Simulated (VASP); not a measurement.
A run of VASP 6.6.1 is set up as follows.

File INCAR:

```
SYSTEM = Mo
  PREC = Accurate
  ENCUT = 520
  EDIFF = 1E-6
  ISMEAR = 0
  SIGMA = 0.15
  LREAL = .FALSE.
  LASPH = .TRUE.
  NELM = 60
  ALGO = Fast
  ISIF = 2
  LWAVE = .FALSE.
  LCHARG = .FALSE.
  GGA = PE
  NBANDS = 13
```

Contents of KPOINTS:

```
Automatic mesh
0
G
  26 26 26
  0 0 0
```

File POSCAR:

```
Mo
1.0
   -1.5407139493      1.5407139493      1.6592304070
    1.5407139493     -1.5407139493      1.6592304070
    1.5407139493      1.5407139493     -1.6592304070
Mo
1
Direct
    0.0000000000      0.0000000000      0.0000000000
```

Potentials or basis: VASP PAW PBE potentials, release 64 (Mo_sv).

Launch:

```bash
$ cat potpaw_PBE.64/Mo_sv/POTCAR > POTCAR
$ mpirun -np 1 vasp_std > vasp.out
```

(1) Predict the pressure.

(2) Predict the band gap on the k mesh.

Answers

(1) 1.8 GPa.

(2) zero (bands 7 and 8 overlap by 4.72 eV).

Caveat: the cell differs from its parent crystal (strain -0.025 along x and y, +0.050 along z); the stress differs along the axes, from -12 to 9 GPa.
